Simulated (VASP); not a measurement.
# FeS2 (Pnnm) in VASP: relaxation of shape and atoms at fixed volume with PBE

Aim: the relaxation of shape and atoms at fixed volume of FeS2 with PBE.

Everything below comes from runs of VASP 6.6.1. Logs are shortened: lines on timing, memory, paths and dates and some standing lists are left out, and cuts for length are marked.

## 1. The cell of the first run

Symmetry: Pnnm, No. 58, orthorhombic system. Conventional cell: a = 4.500 Å, b = 5.479 Å, c = 3.433 Å, α = 90.00°, β = 90.00°, γ = 90.00°. Within 3.0 Å of Fe (site symmetry 2/m) lie 6 S at 2.26 to 2.27 Å. Within 3.0 Å of S (site symmetry m) lie 3 Fe at 2.26 to 2.27 Å and 2 S at 2.31 to 2.97 Å.

## 2. Relaxation of shape and atoms at fixed volume, PBE (14.11 Å³/atom)

The input, INCAR:

```
SYSTEM = FeS2
  PREC = Accurate
  ENCUT = 600
  EDIFF = 1E-7
  ISMEAR = 0
  SIGMA = 0.05
  LREAL = .False.
  LASPH = .True.
  NELM = 120
  ALGO = Normal
  ISIF = 4
  LWAVE = .False.
  LCHARG = .False.
  GGA = PE
  IBRION = 2
  NSW = 60
  EDIFFG = -0.01
  GGA_COMPAT = .False.
  NELMIN = 4
```

The input, KPOINTS:

```
regular mesh
0
Gamma
  6 6 8
  0 0 0
```

The input, POSCAR:

```
FeS2
1.0
    4.5002831367      0.0000000000      0.0000000000
    0.0000000000      5.4785299712      0.0000000000
    0.0000000000      0.0000000000      3.4332266777
Fe S
2 4
Direct
    0.0000000000      0.0000000000      0.0000000000
    0.5000000000      0.5000000000      0.5000000000
    0.2067700379      0.3751442834      0.0000000000
    0.2932299621      0.8751442834      0.5000000000
    0.7932299621      0.6248557166      0.0000000000
    0.7067700379      0.1248557166      0.5000000000
```

Potentials or basis: VASP PAW PBE potentials, release 64 (Fe, S).

Started as:

```
> cat potpaw_PBE.64/Fe/POTCAR potpaw_PBE.64/S/POTCAR > POTCAR
> mpirun -np 1 vasp_std > vasp.out
```

OUTCAR:

```text
SYSTEM = FeS2
   PREC = Accurate
   ENCUT = 600
   EDIFF = 1E-7
   ISMEAR = 0
   LREAL = .False.
   LASPH = .True.
   NELM = 120
   ISIF = 4
   GGA = PE
   IBRION = 2
   NSW = 60
   EDIFFG = -0.01
   NELMIN = 4

 ion  position               nearest neighbor table
   1  0.000  0.000  0.000-   3 2.26   5 2.26   4 2.27   6 2.27   4 2.27   6 2.27
   2  0.500  0.500  0.500-   4 2.26   6 2.26   5 2.27   3 2.27   3 2.27   5 2.27
   3  0.207  0.375  0.000-   1 2.26   2 2.27   2 2.27   5 2.31
   4  0.293  0.875  0.500-   2 2.26   1 2.27   1 2.27   6 2.31
   5  0.793  0.625  0.000-   1 2.26   2 2.27   2 2.27   3 2.31
   6  0.707  0.125  0.500-   2 2.26   1 2.27   1 2.27   4 2.31

  LATTYP: Found a simple orthorhombic cell.
 ALAT       =     3.4332266777
 B/A-ratio  =     1.3108027984
 C/A-ratio  =     1.5957379123

  Lattice vectors:

 A1 = (   0.0000000000,   0.0000000000,   3.4332266777)
 A2 = (   4.5002831367,   0.0000000000,   0.0000000000)
 A3 = (   0.0000000000,   5.4785299712,   0.0000000000)

Analysis of symmetry for initial positions (statically):
=====================================================================
 Subroutine PRICEL returns:
 Original cell was already a primitive cell.

 Routine SETGRP: Setting up the symmetry group for a
 simple orthorhombic supercell.

 Subroutine GETGRP returns: Found  8 space group operations
 (whereof  4 operations were pure point group operations)
 out of a pool of  8 trial point group operations.

The static configuration has the point symmetry C_2h.
 The point group associated with its full space group is D_2h.

Analysis of symmetry for dynamics (positions and initial velocities):
=====================================================================
 Subroutine PRICEL returns:
 Original cell was already a primitive cell.

 Routine SETGRP: Setting up the symmetry group for a
 simple orthorhombic supercell.

 Subroutine GETGRP returns: Found  8 space group operations
 (whereof  4 operations were pure point group operations)
 out of a pool of  8 trial point group operations.

The dynamic configuration has the point symmetry C_2h.
 The point group associated with its full space group is D_2h.

 Subroutine INISYM returns: Found  8 space group operations
 (whereof  4 operations are pure point group operations),
 and found     1 'primitive' translations

----------------------------------------------------------------------------------------

                                     Primitive cell

  volume of cell :      84.6460

  direct lattice vectors                    reciprocal lattice vectors
     4.500283137  0.000000000  0.000000000     0.222208241  0.000000000  0.000000000
     0.000000000  5.478529971  0.000000000     0.000000000  0.182530716  0.000000000
     0.000000000  0.000000000  3.433226678     0.000000000  0.000000000  0.291271184

  length of vectors
     4.500283137  5.478529971  3.433226678     0.222208241  0.182530716  0.291271184

  position of ions in fractional coordinates (direct lattice)
     0.000000000  0.000000000  0.000000000
     0.500000000  0.500000000  0.500000000
     0.206770038  0.375144283  0.000000000
     0.293229962  0.875144283  0.500000000
     0.793229962  0.624855717  0.000000000
     0.706770038  0.124855717  0.500000000

  ion indices of the primitive-cell ions
   primitive index   ion index
                 1           1
                 2           2
                 3           3
                 4           4
                 5           5
                 6           6

----------------------------------------------------------------------------------------

 KPOINTS: regular mesh

Automatic generation of k-mesh.
 Grid dimensions read from file:
 generate k-points for:    6    6    8

 Generating k-lattice:

  Cartesian coordinates                     Fractional coordinates (reciprocal lattice)
     0.037034707  0.000000000  0.000000000     0.166666667  0.000000000  0.000000000
     0.000000000  0.030421786  0.000000000     0.000000000  0.166666667  0.000000000
     0.000000000  0.000000000  0.036408898     0.000000000  0.000000000  0.125000000

  Length of vectors
     0.037034707  0.030421786  0.036408898

  Shift w.r.t. Gamma in fractional coordinates (k-lattice)
     0.000000000  0.000000000  0.000000000

 Subroutine IBZKPT returns following result:
 ===========================================

 Found     80 irreducible k-points:

 Following reciprocal coordinates:
            Coordinates               Weight
  0.000000  0.000000  0.000000      1.000000
  0.166667  0.000000  0.000000      2.000000
  0.333333  0.000000  0.000000      2.000000
  0.500000  0.000000  0.000000      1.000000
  0.000000  0.166667  0.000000      2.000000
  0.166667  0.166667  0.000000      4.000000
[... 16 lines left out ...]
  0.333333  0.166667  0.125000      8.000000
  0.500000  0.166667  0.125000      4.000000
 [... further k-points ...]
   k-points           NKPTS =     80   k-points in BZ     NKDIM =     80   number of bands    NBANDS=     24
   number of dos      NEDOS =    301   number of ions     NIONS =      6
   total plane-waves  NPLWV =  48384
   dimension x,y,z NGX =    36 NGY =   48 NGZ =   28
   dimension x,y,z NGXF=    72 NGYF=   96 NGZF=   56
   ions per type =               2   4
   NGX,Y,Z   is equivalent  to a cutoff of  13.30, 14.57, 13.56 a.u.
   NGXF,Y,Z  is equivalent  to a cutoff of  26.60, 29.13, 27.12 a.u.
 SYSTEM =  FeS2
   PREC   = accura    normal or accurate (medium, high low for compatibility)
   ISTART =      0    job   : 0-new  1-cont  2-samecut
   ICHARG =      2    charge: 1-file 2-atom 10-const
   ISPIN  =      1    spin polarized calculation?
   LNONCOLLINEAR =      F non collinear calculations
   LSORBIT =      F    spin-orbit coupling
   LASPH  =      T    aspherical Exc in radial PAW
   ENCUT  =  600.0 eV  44.10 Ry    6.64 a.u.   8.99 10.94  6.86*2*pi/ulx,y,z
   NELM   =    120;   NELMIN=  4; NELMDL= -5     # of ELM steps
   EDIFF  = 0.1E-06   stopping-criterion for ELM
   LREAL  =      F    real-space projection
   EDIFFG = -.1E-01   stopping-criterion for IOM
   NSW    =     60    number of steps for IOM
   IBRION =      2    ionic relax: 0-MD 1-quasi-New 2-CG
   NFREE  =      1    steps in history (QN), initial steepest desc. (CG)
   ISIF   =      4    stress and relaxation
   ISYM   =      2    0-nonsym 1-usesym 2-fastsym
   POTIM  = 0.5000    time-step for ionic-motion
   TEBEG  =    0.0;   TEEND  =   0.0 temperature during run
   PSTRESS=    0.0 pullay stress
   NELECT =      40.0000    total number of electrons
   NUPDOWN=      -1.0000    fix difference up-down
   EMIN   =  10.00;   EMAX   =-10.00  energy-range for DOS
   EFERMI =   0.00;   METHOD = LEGACY
   ISMEAR =     0;   SIGMA  =   0.05  broadening in eV -4-tet -1-fermi 0-gaus
   EFERMI_NEDOS =   21; number of points for ismear=-14 and -15
   IALGO  =     38    algorithm
   IMIX   =      4    mixing-type and parameters
     AMIX     =   0.40;   BMIX     =  1.00
     AMIX_MAG =   1.60;   BMIX_MAG =  1.00
  volume/ion in A,a.u.               =      14.11        95.20
  Fermi-wavevector in a.u.,A,eV,Ry     =   1.275144  2.409674 22.122982  1.625993
  Thomas-Fermi vector in A             =   2.407873
   LORBIT       =      0    0 simple, 1 ext, 2 COOP (PROOUT), +10 PAW based schemes
   GGA     = PE    functional components
   LHFCALC =     F    Hartree Fock is set to
   AEXX    =    0.0000 exact exchange contribution
   IVDW    =     0    specifies the selected vdW correction
   LEPSILON=     F    determine dielectric tensor
   LRPA    =     F    only Hartree local field effects (RPA)
 conjugate gradient relaxation of ions
 non-spin polarized calculation
 Gauss-broadening in eV      SIGMA  =   0.05
  energy-cutoff  :      600.00
  volume of cell :       84.65
 maximum number of plane-waves:      2848
 NGX is ok and might be reduce to    36
   NGX = 17   NGY = 21   NGZ = 13

--------------------------------------- Ionic step        1  -------------------------------------------

 number of electron      40.0000010 magnetization

 Free energy of the ion-electron system (eV)
  ---------------------------------------------------
  ext. energy  EPLUGINS =         0.00000000
  ---------------------------------------------------
  free energy    TOTEN  =       -36.05125979 eV

  energy without entropy =      -36.05125979  energy(sigma->0) =      -36.05125979

------------------------ aborting loop because EDIFF is reached ----------------------------------------

  FORCE on cell =-STRESS in cart. coord.  units (eV):
  Direction    XX          YY          ZZ          XY          YZ          ZX
  --------------------------------------------------------------------------------------
  -------------------------------------------------------------------------------------
  Total       -2.7797841     -2.8268473     -2.7656159      0.0000000      0.0000000      0.0000000
  in kB      -52.6156927    -53.5065043    -52.3475165      0.0000000      0.0000000      0.0000000
  external PRESSURE =     -52.8232378 kB  Pullay stress =       0.0000000 kB
[... 105 lines left out ...]
  energy  without entropy=      -36.0515213293  energy(sigma->0) =      -36.05152133

--------------------------------------- Ionic step        4  -------------------------------------------

 number of electron      40.0000010 magnetization

 Free energy of the ion-electron system (eV)
  ---------------------------------------------------
  ext. energy  EPLUGINS =         0.00000000
  ---------------------------------------------------
  free energy    TOTEN  =       -36.05152254 eV

  energy without entropy =      -36.05152254  energy(sigma->0) =      -36.05152254

 E-fermi :   7.4405     XC(G=0): -11.5168

 val. band max:        7.1912021589   @ k =   0.1667   0.0000   0.2500
 cond. band min:       7.9662019201   @ k =   0.0000   0.5000   0.5000
 fundamental gap:      0.7749997612
 Fermi energy:         7.4404774677

 k-point     1 :       0.0000    0.0000    0.0000
  band No.  band energies     occupation
      1      -9.1272      2.00000
      2      -6.8646      2.00000
      3      -5.1712      2.00000
      4      -4.5308      2.00000
      5      -0.1094      2.00000
      6       1.3447      2.00000
[... 637 lines left out ...]
     23       9.2212      0.00000
     24       9.2212      0.00000

 [... further k-points ...]

------------------------ aborting loop because EDIFF is reached ----------------------------------------

  FORCE on cell =-STRESS in cart. coord.  units (eV):
  Direction    XX          YY          ZZ          XY          YZ          ZX
  --------------------------------------------------------------------------------------
  -------------------------------------------------------------------------------------
  Total       -2.8204884     -2.7387577     -2.8319142      0.0000000      0.0000000      0.0000000
  in kB      -53.3861420    -51.8391449    -53.6024098      0.0000000      0.0000000      0.0000000
  external PRESSURE =     -52.9425656 kB  Pullay stress =       0.0000000 kB
[... 21 lines left out ...]
  FREE ENERGIE OF THE ION-ELECTRON SYSTEM (eV)
  ---------------------------------------------------
  free  energy   TOTEN  =       -36.0515225392 eV

  energy  without entropy=      -36.0515225392  energy(sigma->0) =      -36.05152254

 reached required accuracy - stopping structural energy minimisation
```

Wall time 3.4 min (1 thread of Intel Xeon 6975P-C (Granite Rapids), shared host); peak memory 0.33 GiB.

Results:

```
Free energy                  : -36.0515 eV
Energy gained by relaxing    : 0.0 meV/atom
Ionic steps                  : 4
Pressure after relaxing      : -5.3 GPa
Largest force after relaxing : 0.006 eV/Å
Band gap on the k mesh       : 0.78 eV (least direct gap 1.07 eV)
```

Forces on the atoms (eV/Å):
```
Fe   0.000  0.000  0.000
Fe   0.000  0.000  0.000
S   -0.006  0.001  0.000
S    0.006  0.001  0.000
S    0.006 -0.001  0.000
S   -0.006 -0.001  0.000
```

Stress tensor (GPa, compression positive):
```
-5.34  0.00  0.00
 0.00 -5.18  0.00
 0.00  0.00 -5.36
```

The path:
```
step  energy change (eV)  largest force (eV/Å)  pressure (GPa)  volume (Å³)
   1              0.0000                0.0366           -5.28        84.65
   2             -0.0002                0.0196           -5.29        84.65
   3             -0.0003                0.0049           -5.29        84.65
   4             -0.0003                0.0056           -5.29        84.65
```

Final structure:
```
CELL_PARAMETERS angstrom
4.50105 0.00000 0.00000
0.00000 5.47547 0.00000
0.00000 0.00000 3.43456
ATOMIC_POSITIONS crystal
Fe 0.00000 0.00000 0.00000
Fe 0.50000 0.50000 0.50000
S 0.20641 0.37569 0.00000
S 0.29359 0.87569 0.50000
S 0.79359 0.62431 0.00000
S 0.70641 0.12431 0.50000
```

A k mesh can miss the band edges. Expect the measured gap to be larger: semilocal functionals such as PBE lack the derivative discontinuity.
